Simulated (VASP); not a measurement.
Here is a VASP 6.6.1 calculation.

Contents of INCAR:

```
SYSTEM = Li
PREC     = Accurate       ! precision mode
ENCUT    = 750            ! plane-wave cutoff, eV
EDIFF    = 1E-6           ! SCF threshold, eV
ISMEAR   = -1             ! smearing method
SIGMA    = 0.05           ! smearing width, eV
LREAL    = .False.        ! projectors in reciprocal space
LASPH    = .True.         ! aspherical terms in the spheres
NELM     = 120            ! most SCF steps
ALGO     = Normal         ! electronic algorithm
ISIF     = 2              ! what is computed and relaxed
LWAVE    = .False.        ! write WAVECAR
LCHARG   = .False.        ! write CHGCAR
GGA      = PS             ! functional
NBANDS   = 8              ! bands
GGA_COMPAT= .False.
```

File KPOINTS:

```
Automatic mesh
0
Gamma
  7 7 7
  0 0 0
```

File POSCAR:

```
Li
1.0
    0.0000000000      2.1582747673      2.1582747673
    2.1582747673      0.0000000000      2.1582747673
    2.1582747673      2.1582747673      0.0000000000
Li
1
Direct
    0.0000000000      0.0000000000      0.0000000000
```

Potentials or basis: VASP PAW PBE potentials, release 64 (Li_sv).

The run is started by

```bash
$ cat potpaw_PBE.64/Li_sv/POTCAR > POTCAR
$ mpirun -np 1 vasp_std > vasp.out
```

Task: What does it give for the pressure?

Result: -0.1 GPa.

Task: Predict the band gap on the k mesh.

Result: Zero (an odd number of electrons rules out a gap without spin polarisation).

Caveat: the k points lie up to 0.36 Å⁻¹ apart, too coarse for converged energies and pressures of a metal; the PAW data sets were made with another functional, which shifts forces and pressure a little.
